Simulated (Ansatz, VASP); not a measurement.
## CuI in VASP and in Ansatz

File INCAR:

```
PREC = Accurate ; ENCUT = 600
EDIFF = 1E-6 ; ISMEAR = 0
SIGMA = 0.01 ; LREAL = False
LASPH = True ; NELM = 60
ALGO = Normal ; ISIF = 3
LWAVE = False ; LCHARG = False
GGA = PS ; IBRION = 2
NSW = 60 ; EDIFFG = -0.01
```

Contents of KPOINTS:

```
Automatic mesh
0
Gamma
  6 6 4
```

Contents of POSCAR:

```
CuI
1.0
    4.0229000000      0.0000000000      0.0000000000
    0.0000000000      4.0229000000      0.0000000000
    0.0000000000      0.0000000000      5.6506000000
Cu I
2 2
Direct
    0.0000000000      0.0000000000      0.0000000000
    0.5000000000      0.5000000000      0.0000000000
    0.0000000000      0.5000000000      0.2913000000
    0.5000000000      0.0000000000      0.7087000000
```

Input for Ansatz:

```yaml
crystal:
  lattice:
    - [4.0229, 0.0, 0.0]
    - [0.0, 4.0229, 0.0]
    - [0.0, 0.0, 5.6506]
  atoms:
    - { symbol: Cu, position: [0.0, 0.0, 0.0] }
    - { symbol: Cu, position: [0.5, 0.5, 0.0] }
    - { symbol: I, position: [0.0, 0.5, 0.2913] }
    - { symbol: I, position: [0.5, 0.0, 0.7087000000000001] }
kpoints:
  mp_grid:
    grid: [6, 6, 4]
hamiltonian:
  xc: pbesol
  dispersion: none
scf:
  occupations:
    method: fixed
relax:
  max_steps: 40
  cell: {}
```

Alike in both runs: task relaxation of cell and atoms; functional PBEsol; k mesh 6 × 6 × 4; no spin polarisation.

|  | VASP | Ansatz |
| --- | --- | --- |
| version | VASP 6.6.1 | Ansatz 0.2.0 |
| potentials or method | VASP PAW PBE potentials, release 64 (Cu, I) | plane waves, PAW |
| plane-wave cutoff (eV) | 600 | 420 |
| occupations | gaussian, width 0.01 eV | fixed |
| valence electrons in the cell | 36 | 72 |

VASP gave:

- relaxed volume (Å³/atom): 26.05
- relaxed cell length with the largest relative difference (Å): 4.015

Question: What did Ansatz give for the same quantities?

Answer: Relaxed volume (Å³/atom): 25.99; relaxed cell length with the largest relative difference (Å): 4.007.

VASP's potentials were made for PBE, not for PBEsol. VASP's potentials hold 36 valence electrons a cell and Ansatz's 72, so a difference there can come from the potentials and not from the codes.

Neither program's run includes spin-orbit coupling.
